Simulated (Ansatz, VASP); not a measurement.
One calculation of Na2Cl, two programs

```
Na Cl
1.0
     1.87242    1.08104    6.41481
    -1.87242    1.08104    6.41481
     0.00000   -2.16208    6.41481
Na Cl
2 1
Direct
  0.75617 0.75617 0.75617
  0.24383 0.24383 0.24383
  0.00000 0.00000 0.00000
```

Alike in both runs: functional BLYP; dispersion D3(BJ); k mesh 9 × 9 × 9; no spin polarisation.

Ansatz relaxed the structure, and its values are those at the end. VASP's run is a single point on that final structure, the one shown.

|  | VASP | Ansatz |
| --- | --- | --- |
| version | VASP 6.6.1 | Ansatz 0.2.0 |
| potentials or method | VASP PAW PBE potentials, release 64 (Na_pv, Cl), cutoff 520 eV | plane waves, PAW |
| occupations | gaussian, width 0.1 eV | gaussian |
| valence electrons in the cell | 21 | 25 |

Ansatz gave:

| Property | Result |
| --- | --- |
| pressure (GPa) | 0.0 |

Problem. Which values does VASP return?

Solution. Pressure (GPa): -0.1.

VASP's potentials were made for PBE, not for BLYP. VASP's potentials hold 21 valence electrons a cell and Ansatz's 25, so a difference there can come from the potentials and not from the codes.
